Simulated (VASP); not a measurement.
Here is a VASP 6.6.1 calculation.

INCAR

```
SYSTEM = B2P3
ALGO = Normal
EDIFF = 1E-6
ENCUT = 520
GGA = PE
ISIF = 2
ISMEAR = 0
LASPH = .TRUE.
LCHARG = .TRUE.
LELF = .TRUE.
LREAL = .FALSE.
LVHAR = .TRUE.
LWAVE = .FALSE.
NBANDS = 18
NELM = 80
PREC = Accurate
SIGMA = 0.1
```

File KPOINTS:

```
k-points
0
G
  6 6 6
  0 0 0
```

POSCAR

```
B2P3
1.0
    5.0790975506      0.0000000000      0.0000000000
   -2.5395487753      4.3986275071      0.0000000000
    0.0000000000      0.0000000000      3.0876097137
B P
2 3
Direct
    0.0000000000      0.0000000000      0.5000000000
    0.0000000000      0.0000000000      0.0000000000
    0.5000000000      0.0000000000      0.5000000000
    0.0000000000      0.5000000000      0.5000000000
    0.5000000000      0.5000000000      0.5000000000
```

Potentials or basis: VASP PAW PBE potentials, release 64 (B, P).

The run is started by

```sh
$ cat potpaw_PBE.64/B/POTCAR potpaw_PBE.64/P/POTCAR > POTCAR
$ mpirun -np 1 vasp_std > vasp.out
```

Question: What does it give for the band gap on the k mesh?

Answer: Zero (an odd number of electrons rules out a gap without spin polarisation).

Question: What does it give for the pressure?

Answer: -0.1 GPa.
